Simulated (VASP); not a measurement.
# TiCo (Pm-3m) in VASP: vibrations by perturbation theory with PBE

Aim: the vibrations by perturbation theory of TiCo with PBE.

Everything below comes from runs of VASP 6.6.1. Logs are shortened: lines on timing, memory, paths and dates and some standing lists are left out, and cuts for length are marked.

## Step 1: The cell of the first run

It takes space group Pm-3m (No. 221, cubic). Conventional cell: a = 2.985 Å, b = 2.985 Å, c = 2.985 Å, α = 90.00°, β = 90.00°, γ = 90.00°. Ti (site symmetry m-3m) has 8 Co at 2.58 Å and 6 Ti at 2.98 Å within 3.4 Å. Within 3.4 Å of Co (site symmetry m-3m) lie 8 Ti at 2.58 Å and 6 Co at 2.98 Å.

## Step 2: Vibrations by perturbation theory, PBE, collinear spin, ferromagnetic start

INCAR reads:

```
SYSTEM = TiCo
PREC = Accurate ; ENCUT = 520
EDIFF = 1E-8 ; ISMEAR = 0
SIGMA = 0.2 ; LREAL = .FALSE.
LASPH = .TRUE. ; NELM = 150
ALGO = Normal ; ISIF = 2
LWAVE = .FALSE. ; LCHARG = .FALSE.
ISPIN = 2 ; MAGMOM = 0 1.04
LORBIT = 11 ; LMAXMIX = 4
GGA = PE ; IBRION = 8
NSW = 1
```

KPOINTS reads:

```
Automatic mesh
0
G
  18 18 18
  0 0 0
```

POSCAR reads:

```
TiCo
1.0
    2.9847476852      0.0000000000      0.0000000000
    0.0000000000      2.9847476852      0.0000000000
    0.0000000000      0.0000000000      2.9847476852
Ti Co
1 1
Direct
    0.0000000000      0.0000000000      0.0000000000
    0.5000000000      0.5000000000      0.5000000000
```

Potentials or basis: VASP PAW PBE potentials, release 64 (Ti_sv, Co).

Command:

```sh
> cat potpaw_PBE.64/Ti_sv/POTCAR potpaw_PBE.64/Co/POTCAR > POTCAR
> mpirun -np 1 vasp_std > vasp.out
```

OUTCAR:

```text
SYSTEM = TiCo
   PREC = Accurate
   ENCUT = 520
   EDIFF = 1E-8
   ISMEAR = 0
   LREAL = .FALSE.
   LASPH = .TRUE.
   NELM = 150
   ISIF = 2
   ISPIN = 2
   LORBIT = 11
   GGA = PE
   IBRION = 8
   NSW = 1

 ion  position               nearest neighbor table
   1  0.000  0.000  0.000-   2 2.58   2 2.58   2 2.58   2 2.58   2 2.58   2 2.58   2 2.58   2 2.58

   2  0.500  0.500  0.500-   1 2.58   1 2.58   1 2.58   1 2.58   1 2.58   1 2.58   1 2.58   1 2.58

  LATTYP: Found a simple cubic cell.
 ALAT       =     2.9847476852

  Lattice vectors:

 A1 = (   2.9847476852,   0.0000000000,   0.0000000000)
 A2 = (   0.0000000000,   2.9847476852,   0.0000000000)
 A3 = (   0.0000000000,   0.0000000000,   2.9847476852)

Analysis of symmetry for initial positions (statically):
=====================================================================
 Subroutine PRICEL returns:
 Original cell was already a primitive cell.

 Routine SETGRP: Setting up the symmetry group for a
 simple cubic supercell.

 Subroutine GETGRP returns: Found 48 space group operations
 (whereof 48 operations were pure point group operations)
 out of a pool of 48 trial point group operations.

The static configuration has the point symmetry O_h .

Analysis of symmetry for dynamics (positions and initial velocities):
=====================================================================
 Subroutine PRICEL returns:
 Original cell was already a primitive cell.

 Routine SETGRP: Setting up the symmetry group for a
 simple cubic supercell.

 Subroutine GETGRP returns: Found 48 space group operations
 (whereof 48 operations were pure point group operations)
 out of a pool of 48 trial point group operations.

The dynamic configuration has the point symmetry O_h .

Analysis of structural, dynamic, and magnetic symmetry:
=====================================================================
 Subroutine PRICEL returns:
 Original cell was already a primitive cell.

 Routine SETGRP: Setting up the symmetry group for a
 simple cubic supercell.

 Subroutine GETGRP returns: Found 48 space group operations
 (whereof 48 operations were pure point group operations)
 out of a pool of 48 trial point group operations.

The overall configuration has the point symmetry O_h .

 Subroutine INISYM returns: Found 48 space group operations
 (whereof 48 operations are pure point group operations),
 and found     1 'primitive' translations

----------------------------------------------------------------------------------------

                                     Primitive cell

  volume of cell :      26.5903

  direct lattice vectors                    reciprocal lattice vectors
     2.984747685  0.000000000  0.000000000     0.335036695  0.000000000  0.000000000
     0.000000000  2.984747685  0.000000000     0.000000000  0.335036695  0.000000000
     0.000000000  0.000000000  2.984747685     0.000000000  0.000000000  0.335036695

  length of vectors
     2.984747685  2.984747685  2.984747685     0.335036695  0.335036695  0.335036695

  position of ions in fractional coordinates (direct lattice)
     0.000000000  0.000000000  0.000000000
     0.500000000  0.500000000  0.500000000

  ion indices of the primitive-cell ions
   primitive index   ion index
                 1           1
                 2           2

----------------------------------------------------------------------------------------

 KPOINTS: Automatic mesh

Automatic generation of k-mesh.
 Grid dimensions read from file:
 generate k-points for:   18   18   18

 Generating k-lattice:

  Cartesian coordinates                     Fractional coordinates (reciprocal lattice)
     0.018613150  0.000000000  0.000000000     0.055555556  0.000000000  0.000000000
     0.000000000  0.018613150  0.000000000     0.000000000  0.055555556  0.000000000
     0.000000000  0.000000000  0.018613150     0.000000000  0.000000000  0.055555556

  Length of vectors
     0.018613150  0.018613150  0.018613150

  Shift w.r.t. Gamma in fractional coordinates (k-lattice)
     0.000000000  0.000000000  0.000000000

 Subroutine IBZKPT returns following result:
 ===========================================

 Found    220 irreducible k-points:

 Following reciprocal coordinates:
            Coordinates               Weight
  0.000000  0.000000  0.000000      1.000000
[... 72 lines left out ...]
   LRPA    =     F    only Hartree local field effects (RPA)
 spin polarized calculation
 Gauss-broadening in eV      SIGMA  =   0.20
  energy-cutoff  :      520.00
  volume of cell :       26.59
 maximum number of plane-waves:       739
 NGX is ok and might be reduce to    24
   NGX = 11   NGY = 11   NGZ = 11

--------------------------------------- Ionic step        1  -------------------------------------------

 number of electron      20.9999983 magnetization       0.8181959

 Free energy of the ion-electron system (eV)
  ---------------------------------------------------
  ext. energy  EPLUGINS =         0.00000000
  ---------------------------------------------------
  free energy    TOTEN  =       -15.69353004 eV

  energy without entropy =      -15.65587250  energy(sigma->0) =      -15.67470127

 E-fermi :   9.9357     XC(G=0): -12.5819

 val. band max:        9.9345246938   @ k =   0.3889   0.2778   0.2778
 cond. band min:       9.9377351097   @ k =   0.4444   0.1667   0.0000
 fundamental gap:      0.0032104159
 Fermi energy:         9.9357180050

 spin component 1

 k-point     1 :       0.0000    0.0000    0.0000
  band No.  band energies     occupation
      1     -47.2062      1.00000
      2     -23.2982      1.00000
      3     -23.2982      1.00000
      4     -23.2982      1.00000
      5       2.2577      1.00000
      6       5.7871      1.00000
      7       5.7871      1.00000
      8       8.0900      1.00000
      9       8.0901      1.00000
     10       8.0901      1.00000
     11      10.4345      0.00021
     12      10.4345      0.00021
     13      12.6164      0.00000
     14      12.6164      0.00000
[... 403 lines left out ...]
      4     -23.2785      1.00000
      5       4.4164      1.00000
      6       6.4304      1.00000
      7       6.6078      1.00000
      8       7.8739      1.00000
      9       7.9154      1.00000
     10       8.2804      1.00000
     11       9.8300      0.77255
     12      10.0719      0.16782
     13      10.9948      0.00000
     14      11.1201      0.00000
     15      12.3336      0.00000

 [... further k-points ...]

 spin component 2

 k-point     1 :       0.0000    0.0000    0.0000
  band No.  band energies     occupation
      1     -47.2206      1.00000
      2     -23.3135      1.00000
      3     -23.3135      1.00000
      4     -23.3135      1.00000
      5       2.2458      1.00000
      6       6.4236      1.00000
      7       6.4236      1.00000
      8       8.6191      1.00000
      9       8.6191      1.00000
     10       8.6191      1.00000
     11      10.9669      0.00000
     12      10.9669      0.00000
     13      12.7064      0.00000
     14      12.7065      0.00000
[... 416 lines left out ...]
 [... further k-points ...]

------------------------ aborting loop because EDIFF is reached ----------------------------------------

  FORCE on cell =-STRESS in cart. coord.  units (eV):
  Direction    XX          YY          ZZ          XY          YZ          ZX
  --------------------------------------------------------------------------------------
  -------------------------------------------------------------------------------------
  Total       -0.0923440     -0.0923440     -0.0923440     -0.0000000     -0.0000000      0.0000000
  in kB       -5.5641195     -5.5641195     -5.5641195     -0.0000000     -0.0000000      0.0000000
  external PRESSURE =      -5.5641195 kB  Pullay stress =       0.0000000 kB

 VOLUME and BASIS-vectors are now :
 -----------------------------------------------------------------------------
  energy-cutoff  :      520.00
  volume of cell :       26.59
      direct lattice vectors                 reciprocal lattice vectors
     2.984747685  0.000000000  0.000000000     0.335036695  0.000000000  0.000000000
     0.000000000  2.984747685  0.000000000     0.000000000  0.335036695  0.000000000
     0.000000000  0.000000000  2.984747685     0.000000000  0.000000000  0.335036695

 POSITION                                       TOTAL-FORCE (eV/Angst)
 -----------------------------------------------------------------------------------
      0.00000      0.00000      0.00000         0.000000      0.000000      0.000000
      1.49237      1.49237      1.49237         0.000000      0.000000      0.000000
 -----------------------------------------------------------------------------------
    total drift:                                0.000000      0.000000     -0.000000

  FREE ENERGIE OF THE ION-ELECTRON SYSTEM (eV)
  ---------------------------------------------------
  free  energy   TOTEN  =       -15.6935300430 eV

  energy  without entropy=      -15.6558724970  energy(sigma->0) =      -15.67470127

[... ionic steps 2 to 3 ...]

--------------------------------------- Ionic step        4  -------------------------------------------

------------------------ aborting loop because EDIFF is reached ----------------------------------------

[... ionic steps 5 to 6 ...]

--------------------------------------- Ionic step        7  -------------------------------------------

 Free energy of the ion-electron system (eV)
  ---------------------------------------------------
  ---------------------------------------------------
  free energy    TOTEN  =        -0.16598133 eV

  energy without entropy =       -0.16598143

------------------------ aborting loop because EDIFF is reached ----------------------------------------

 INTERNAL STRAIN TENSOR  FOR ION    2  DIRECTION 1   (eV/Angst):
 -----------------------------------------------------------------------------
     0.09930  0.00000 -0.00000
     0.00000 -0.01423  0.00000
    -0.00000  0.00000 -0.01423

 INTERNAL STRAIN TENSOR FOR ION    2 for displacements in x,y,z  (eV/Angst):
          X           Y           Z          XY          YZ          ZX
  --------------------------------------------------------------------------------
  x     0.00000     0.00000     0.00000     0.00000     0.00000     0.00000
  y     0.00000     0.00000     0.00000     0.00000     0.00000     0.00000
  z     0.00000     0.00000     0.00000     0.00000     0.00000     0.00000

 SECOND DERIVATIVES (NOT SYMMETRIZED)
 ------------------------------------
               1X          1Y          1Z          2X          2Y          2Z
  1X    -4.888775    0.000000    0.000000    4.888775   -0.000000   -0.000000
  1Y     0.000000   -4.888775    0.000000   -0.000000    4.888775   -0.000000
  1Z     0.000000   -0.000000   -4.888775    0.000000    0.000000    4.888775
  2X     4.882682    0.000000    0.000000   -4.882682   -0.000000    0.000000
  2Y     0.000000    4.882682    0.000000   -0.000000   -4.882682   -0.000000
  2Z     0.000000    0.000000    4.882682   -0.000000   -0.000000   -4.882682

 Eigenvectors and eigenvalues of the dynamical matrix
 ----------------------------------------------------

   1 f  =    6.723341 THz    42.243995 2PiTHz  224.266503 cm-1    27.805490 meV
             X         Y         Z           dx          dy          dz
      0.000000  0.000000  0.000000     0.000000    0.000000   -0.743000
      1.492374  1.492374  1.492374    -0.000000   -0.000000    0.669292
[... 21 lines left out ...]
   6 f/i=    0.002085 THz     0.013099 2PiTHz    0.069539 cm-1     0.008622 meV
             X         Y         Z           dx          dy          dz
      0.000000  0.000000  0.000000     0.585301    0.323660   -0.024867
      1.492374  1.492374  1.492374     0.649759    0.359304   -0.027606

--------------------------------------------------------------------------------------------------------

 ELASTIC MODULI CONTR FROM IONIC RELAXATION (kBar)
 Direction    XX          YY          ZZ          XY          YZ          ZX
 --------------------------------------------------------------------------------
 XX           0.0000      0.0000      0.0000      0.0000      0.0000      0.0000
 YY           0.0000      0.0000      0.0000      0.0000      0.0000      0.0000
 ZZ           0.0000      0.0000      0.0000      0.0000      0.0000      0.0000
 XY           0.0000      0.0000      0.0000      0.0000      0.0000      0.0000
 YZ           0.0000      0.0000      0.0000      0.0000      0.0000      0.0000
 ZX           0.0000      0.0000      0.0000      0.0000      0.0000      0.0000
 --------------------------------------------------------------------------------

 total charge

# of ion       s       p       d       tot
------------------------------------------
    1        2.247   6.180   1.859  10.287
    2        0.526   0.460   7.306   8.291
--------------------------------------------------
tot          2.773   6.640   9.165  18.578

 magnetization (x)

# of ion       s       p       d       tot
------------------------------------------
    1       -0.003  -0.013  -0.019  -0.034
    2        0.027  -0.006   0.881   0.902
--------------------------------------------------
tot          0.025  -0.019   0.862   0.868
```

Run time: 47 min. Hardware: 1 thread of Oxide Virtual Turin-like, shared host; peak memory 0.84 GiB.

Results:

```yaml
Net_moment: 0.82 μB per cell
Site_moments: Ti -0.03; Co +0.90 μB
Valence_electrons_inside_the_program's_atomic_spheres: Ti 10.29; Co 8.29
Highest_phonon_frequency_at_Γ: 224 cm⁻¹
```

Phonon frequencies in cm⁻¹ (negative: imaginary):
```
              q point        frequencies
(0.000, 0.000, 0.000)  0 0 0 224 224 224
```
